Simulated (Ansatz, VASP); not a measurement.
One calculation of MnO, two programs

File INCAR:

```
ALGO = Normal
EDIFF = 1E-8
ENCUT = 520
GGA = PS
ISIF = 2
ISMEAR = -1
ISPIN = 2
LASPH = T
LCHARG = F
LEFG = T
LMAXMIX = 4
LORBIT = 11
LREAL = F
LWAVE = F
MAGMOM = 4 4 0 0
NBANDS = 31
NELM = 150
PREC = Accurate
SIGMA = 0.05
```

File KPOINTS:

```
k-points
0
Gamma
  14 14 8
```

POSCAR

```
MnO
1.0
    3.3717009293      0.0000000000      0.0000000000
   -1.6858504646      2.9199786587      0.0000000000
    0.0000000000      0.0000000000      5.3855000000
Mn O
2 2
Direct
    0.3333333333      0.6666666667      0.0109600000
    0.6666666667      0.3333333333      0.5109600000
    0.3333333333      0.6666666667      0.3754700000
    0.6666666667      0.3333333333      0.8754700000
```

Input for Ansatz:

```yaml
crystal:
  lattice:
    - [3.3717009293, 0.0, 0.0]
    - [-1.6858504646, 2.9199786587, 0.0]
    - [0.0, 0.0, 5.3855]
  atoms:
    - { symbol: Mn, position: [0.3333333333, 0.6666666667, 0.01096], spin: 4.0 }
    - { symbol: Mn, position: [0.6666666667, 0.3333333333, 0.51096], spin: 4.0 }
    - { symbol: O, position: [0.3333333333, 0.6666666667, 0.37547] }
    - { symbol: O, position: [0.6666666667, 0.3333333333, 0.87547] }
magnetization:
  spin_polarized: true
kpoints:
  mp_grid: { grid: [14, 14, 8] }
  band_path:
    path:
      - [0.0, 0.0, 0.0]
      - [0.5, 0.0, 0.0]
      - [0.3333333333, 0.3333333333, 0.0]
      - [0.0, 0.0, 0.0]
      - [0.0, 0.0, 0.5]
      - [0.5, 0.0, 0.5]
      - [0.3333333333, 0.3333333333, 0.5]
      - [0.0, 0.0, 0.5]
      - [0.5, 0.0, 0.5]
    npoints: 8
scf:
  occupations: { method: fermi_dirac, width: 0.05 }
hamiltonian:
  xc: pbesol
  pseudopotentials: { kind: all_electron, datasets: crystal }
output:
  forces: true
  stress: true
  eigenvalues: true
  efg: { contact_densities: true }
```

Alike in both runs: task electric field gradients; functional PBEsol; k mesh 14 × 14 × 8; occupations fermi-dirac, width 0.05 eV; collinear spin.

|  | VASP | Ansatz |
| --- | --- | --- |
| version | VASP 6.6.1 | Ansatz 0.2.0 |
| potentials or method | VASP PAW PBE potentials, release 64 (Mn_pv, O), cutoff 520 eV | all-electron PAW with datasets made for the crystal, scalar-relativistic |

```tsv
	VASP	Ansatz	Ansatz less VASP
pressure (GPa)	1.2	0.8	-0.41
traceless stress, the component that is largest in VASP (GPa)	5.01	4.83	-0.172
rms of the force components (eV/Å)	0.353	0.340	-0.0132
net moment per atom (μB)	2.50	2.50	0.000
size of the moment on the site where the two differ most (μB)	4.40	3.83	-0.565
size of Vzz on the site where it differs most (V/Å²)	25.7	26.5	+0.79
```

VASP's potentials were made for PBE, not for PBEsol. Site moments also hang on the region over which each program counts them. Atom by atom the forces differ by 0.013 eV/Å (rms over components). Ansatz ran all-electron here, and VASP with PAW potentials. Ansatz's warnings: frozen core search ended.
